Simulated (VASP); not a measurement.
Write the native input for VASP 6.6.1 that does the following.

| Item | Value |
| --- | --- |
| Task | single point |
| Functional | PBE |
| Potentials or basis | VASP PAW PBE potentials, release 64 (Zn) |
| Cutoff | 520 eV |
| k mesh | 9 × 9 × 9 |
| Occupations | methfessel-paxton, width 0.05 eV |
| Spin | no spin polarisation |
| Dipole correction | no |
| Further INCAR settings | ALGO = Normal; EDIFF = 1e-06; NBANDS = 12 |

The structure of Zn lies in POSCAR:

```
Zn
1.0
    0.0000000000      1.9658249786      1.9658249786
    1.9658249786      0.0000000000      1.9658249786
    1.9658249786      1.9658249786      0.0000000000
Zn
1
Direct
    0.0000000000      0.0000000000      0.0000000000
```

The input as run:

INCAR

```
PREC     = Accurate       # precision mode
ENCUT    = 520            # plane-wave cutoff, eV
EDIFF    = 1E-6           # SCF threshold, eV
ISMEAR   = 1              # smearing method
SIGMA    = 0.05           # smearing width, eV
LREAL    = F              # projectors in reciprocal space
LASPH    = T              # aspherical terms in the spheres
NELM     = 80             # most SCF steps
ALGO     = Normal         # electronic algorithm
ISIF     = 2              # what is computed and relaxed
LWAVE    = F              # write WAVECAR
LCHARG   = T              # write CHGCAR
GGA      = PE             # functional
LELF     = T              # ELF
LVHAR    = T            
NBANDS   = 12             # bands
```

KPOINTS

```
regular mesh
0
Gamma
  9 9 9
```

Potentials or basis: VASP PAW PBE potentials, release 64 (Zn).

Run with:

```sh
$ cat potpaw_PBE.64/Zn/POTCAR > POTCAR
$ mpirun -np 1 vasp_std > vasp.out
```

It gave:

The pressure is 0.4 GPa. The band gap on the k mesh is zero (band 6 reaches 3.80 eV, above the bottom of band 7 at 2.12 eV).

Run time: 6.9 s on 1 thread of Intel Xeon 6975P-C (shared host), peak memory 0.13 GiB.
